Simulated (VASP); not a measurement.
# CsBr (Pm-3m) in VASP: further runs, part 2 of 2

VASP 6.6.1. The steps go on from the part before.

**5. Relaxation of cell and atoms, PBEsol, target pressure 4 GPa, at which the enthalpy is minimised**

This run uses another cell than the first one, of 38.12 Å³/atom, 1.055 times its volume.

Contents of INCAR:

```
SYSTEM = CsBr
PREC = Accurate
ENCUT = 500
EDIFF = 1E-7
ISMEAR = 0
SIGMA = 0.01
LREAL = .FALSE.
LASPH = .TRUE.
NELM = 120
ALGO = Normal
ISIF = 3
LWAVE = .FALSE.
LCHARG = .FALSE.
GGA = PS
IBRION = 2
NSW = 100
EDIFFG = -0.002
PSTRESS = 40.0
GGA_COMPAT = .FALSE.
NELMIN = 4
```

Contents of KPOINTS:

```
Automatic mesh
0
G
  6 6 6
  0 0 0
```

Contents of POSCAR:

```
CsBr
1.0
    4.2401757303      0.0000000000      0.0000000000
    0.0000000000      4.2401757303      0.0000000000
    0.0000000000      0.0000000000      4.2401757303
Cs Br
1 1
Direct
    0.0000000000      0.0000000000      0.0000000000
    0.5000000000      0.5000000000      0.5000000000
```

Launch:

```sh
> cat potpaw_PBE.64/Cs_sv/POTCAR potpaw_PBE.64/Br/POTCAR > POTCAR
> mpirun -np 1 vasp_std > vasp.out
```

Wall time 30 s (1 thread of AMD EPYC 9R45 (Zen 5), shared host); peak memory 0.16 GiB.

Results (log left out):

```
Free energy                                            : -6.2259 eV
Relaxed volume                                         : 32.54 Å³/atom
Relaxed cell                                           : a = 4.022 Å, b = 4.022 Å, c = 4.022 Å, α = 90.00°, β = 90.00°, γ = 90.00°
Space group after relaxing (to 0.05 Å)                 : Pm-3m (No. 221)
Energy change on relaxing (the enthalpy is what falls) : +60.6 meV/atom
Ionic steps                                            : 5
Pressure after relaxing                                : 4.0 GPa
Band gap on the k mesh                                 : 4.40 eV, direct
```

The path:
| step | energy change (eV) | largest force (eV/Å) | pressure (GPa) | volume (Å³) |
| --- | --- | --- | --- | --- |
| 1 | 0.0000 | 0.0000 | 0.09 | 76.23 |
| 2 | 0.0909 | 0.0000 | 3.31 | 66.41 |
| 3 | 0.1201 | 0.0000 | 3.97 | 65.13 |
| 4 | 0.1254 | 0.0000 | 4.08 | 64.92 |
| 5 | 0.1213 | 0.0000 | 3.99 | 65.08 |

Final structure:
```
Cs Br
1.0
     4.02238    0.00000    0.00000
     0.00000    4.02238    0.00000
     0.00000    0.00000    4.02238
Cs Br
1 1
Direct
  0.00000 0.00000 0.00000
  0.50000 0.50000 0.50000
```

Levels at points of the mesh, in eV from the valence-band top:
```tsv
k point	band 5	band 6	band 7	band 8	band 9	band 10	band 11	band 12
(0.00, 0.00, 0.00)	-6.14	0.00	0.00	0.00	4.40	4.40	5.11	9.60
(0.50, 0.00, 0.00)	-5.91	-1.90	-0.46	-0.46	5.70	8.00	8.10	8.72
(0.50, 0.50, 0.00)	-5.79	-0.66	-0.66	-0.13	5.12	5.40	7.19	7.19
(0.50, 0.50, 0.50)	-6.78	-1.85	-1.85	-1.85	9.17	9.17	9.17	10.00
```

Caveat: the cell is relaxed towards a set pressure, so the enthalpy falls and the energy may rise; the PAW data sets were made with another functional, which shifts forces and pressure a little; spin-orbit coupling is left out, which moves the levels of the heavy elements. A k mesh can miss the band edges.

**6. Relaxation of cell and atoms, PBEsol, target pressure 7 GPa, at which the enthalpy is minimised**

This run uses another cell than the first one, of 38.12 Å³/atom, 1.055 times its volume.

Contents of INCAR:

```
SYSTEM = CsBr
  PREC = Accurate
  ENCUT = 500
  EDIFF = 1E-7
  ISMEAR = 0
  SIGMA = 0.01
  LREAL = .False.
  LASPH = .True.
  NELM = 120
  ALGO = Normal
  ISIF = 3
  LWAVE = .False.
  LCHARG = .False.
  GGA = PS
  IBRION = 2
  NSW = 100
  EDIFFG = -0.002
  PSTRESS = 70.0
  GGA_COMPAT = .False.
  NELMIN = 4
```

Contents of KPOINTS:

```
Automatic mesh
0
Gamma
  6 6 6
  0 0 0
```

POSCAR is that of step 5.

Potentials or basis: VASP PAW PBE potentials, release 64 (Cs_sv, Br).

Launch:

```sh
> cat potpaw_PBE.64/Cs_sv/POTCAR potpaw_PBE.64/Br/POTCAR > POTCAR
> mpirun -np 1 vasp_std > vasp.out
```

It took 66 s on 1 thread of AMD EPYC 9R45 (Zen 5), shared host; peak memory 0.16 GiB.

Results (log left out):

| Item | Value |
| --- | --- |
| Free energy | -6.0715 eV |
| Relaxed volume | 30.25 Å³/atom |
| Relaxed cell | a = 3.926 Å, b = 3.926 Å, c = 3.926 Å, α = 90.00°, β = 90.00°, γ = 90.00° |
| Space group after relaxing (to 0.05 Å) | Pm-3m (No. 221) |
| Energy change on relaxing (the enthalpy is what falls) | +137.8 meV/atom |
| Ionic steps | 16 |
| Pressure after relaxing | 7.0 GPa |
| Band gap on the k mesh | 4.17 eV, direct |

The path:
```
step  energy change (eV)  largest force (eV/Å)  pressure (GPa)  volume (Å³)
   1              0.0000                0.0000            0.09        76.23
   2              0.3225                0.0000            7.83        59.49
   3              0.2770                0.0000            7.02        60.47
   4              0.2645                0.0000            6.79        60.76
   5              0.2648                0.0000            6.80        60.75
   6              0.2658                0.0000            6.82        60.73
   7              0.2659                0.0000            6.82        60.73
   8              0.2659                0.0000            6.82        60.72
   9              0.2660                0.0000            6.82        60.72
  10              0.2662                0.0000            6.83        60.72
  11              0.2665                0.0000            6.83        60.71
  12              0.2673                0.0000            6.85        60.69
  13              0.2688                0.0000            6.87        60.66
  14              0.2718                0.0000            6.93        60.59
  15              0.2778                0.0000            7.04        60.45
  16              0.2757                0.0000            7.00        60.50
```

Final structure:
```
Cs Br
1.0
     3.92567    0.00000    0.00000
     0.00000    3.92567    0.00000
     0.00000    0.00000    3.92567
Cs Br
1 1
Cartesian
  0.0000 0.0000 0.0000
  1.9628 1.9628 1.9628
```

Levels at points of the mesh, in eV from the valence-band top:
```
           k point  band 5  band 6  band 7  band 8  band 9  band 10  band 11  band 12
(0.00, 0.00, 0.00)   -6.14    0.00    0.00    0.00    4.17     4.17     5.48     9.75
(0.50, 0.00, 0.00)   -5.84   -2.14   -0.60   -0.60    5.58     7.87     8.45     9.18
(0.50, 0.50, 0.00)   -5.69   -0.68   -0.68   -0.22    5.07     5.37     7.15     7.15
(0.50, 0.50, 0.50)   -6.88   -2.17   -2.17   -2.17    9.55     9.55     9.55    10.40
```

Caveat: the cell is relaxed towards a set pressure, so the enthalpy falls and the energy may rise; the volume moved by over 15 % at a fixed basis, so the end points are rough; the PAW data sets were made with another functional, which shifts forces and pressure a little; spin-orbit coupling is left out, which moves the levels of the heavy elements. A k mesh can miss the band edges.

**7. The runs side by side**

```csv
task,cell,gap on the mesh (eV),pressure (GPa)
single point,"a = 4.166 Å, 2 atoms",4.65,1.1
relaxation of cell and atoms,"relaxed to 1 GPa from a = 4.240 Å, 2 atoms",4.63,1.0
relaxation of cell and atoms,"relaxed to 2 GPa from a = 4.240 Å, 2 atoms",4.57,2.0
relaxation of cell and atoms,"relaxed to 4 GPa from a = 4.240 Å, 2 atoms",4.40,4.0
relaxation of cell and atoms,"relaxed to 7 GPa from a = 4.240 Å, 2 atoms",4.17,7.0
```

Alike in all rows: level PBEsol; potentials or basis VASP PAW PBE potentials, release 64 (Cs_sv, Br); no spin polarisation; k mesh 6 × 6 × 6; cutoff (eV) 500; smearing gaussian 0.01 eV.

Caveats: the PAW data sets were made with another functional, which shifts forces and pressure a little; spin-orbit coupling is left out, which moves the levels of the heavy elements; the cell is relaxed towards a set pressure, so the enthalpy falls and the energy may rise (some runs); the volume moved by over 15 % at a fixed basis, so the end points are rough (some runs).

Total energies depend on the potentials used, so only differences within one code and one set of settings carry meaning.
